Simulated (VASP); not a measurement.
Here is a VASP 6.6.1 calculation.

Contents of INCAR:

```
ALGO = Normal
EDIFF = 1E-8
ENCUT = 600
GGA = CA
GGA_COMPAT = False
IBRION = 6
ISIF = 3
ISMEAR = -1
LASPH = True
LCHARG = True
LREAL = False
LWAVE = False
NBANDS = 22
NELM = 120
NFREE = 2
NSW = 1
POTIM = 0.015
PREC = Accurate
SIGMA = 0.15
```

KPOINTS

```
k-points
0
Gamma
  2 2 1
```

POSCAR

```
Ti2O
1.0
    2.9305479371      0.0000000000      0.0000000000
   -1.4652739686      2.5379289606      0.0000000000
    0.0000000000      0.0000000000      4.6710209581
Ti O
2 1
Direct
    0.6666666667      0.3333333333      0.2602113922
    0.3333333333      0.6666666667      0.7397886078
    0.0000000000      0.0000000000      0.0000000000
```

Potentials or basis: VASP PAW LDA potentials, release 64 (Ti_sv, O).

The run is started by

```sh
$ cat potpaw_LDA.64/Ti_sv/POTCAR potpaw_LDA.64/O/POTCAR > POTCAR
$ mpirun -np 1 vasp_std > vasp.out
```

(1) Estimate the Voigt bulk modulus.

(2) Predict the highest phonon frequency at Γ, LO-TO splitting left out.

(3) What does it give for the most unstable mode?

Results:

(1) 219 GPa.

(2) 324 cm⁻¹.

(3) 274i cm⁻¹.

Caveat: the k points lie up to 1.35 Å⁻¹ apart; the cell is under stress, which shifts elastic constants; some modes are imaginary; the elastic tensor has a negative eigenvalue, so either the cell is unstable as it stands or the mesh is too thin.
